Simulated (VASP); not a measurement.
Runs of VASP 6.6.1 on AlC. The structure is that of space group Pm-3m (No. 221), or close to it. The cells are those of the table. 

```tsv
task	cell	k mesh	cutoff (eV)	gap on the mesh (eV)	pressure (GPa)	relaxed volume (Å³/atom)
relaxation of cell and atoms	relaxed from a = 2.907 Å, 2 atoms	6 × 6 × 6	600	none	0.1	9.73
single point	a = 2.691 Å, 2 atoms	6 × 6 × 6	520	none	0.0	-
single point	a = 2.907 Å, 2 atoms	6 × 6 × 6	520	none	(a)	-
relaxation of cell and atoms	relaxed from a = 2.691 Å, 2 atoms	20 × 20 × 20	600	none	0.0	9.80
single point	a = 2.696 Å, 2 atoms	20 × 20 × 20	520	none	0.0	-
```

Alike in all rows: level PBE; potentials or basis VASP PAW PBE potentials, release 64 (Al, C); no spin polarisation; smearing gaussian 0.1 eV.

Fill in the values left out.

(a) -23.1.

Caveats: some runs use coarse meshes; the volume moved by over 15 % at a fixed basis, so the end points are rough (some runs).

A gap of «none» marks levels without a gap at the run's occupations.
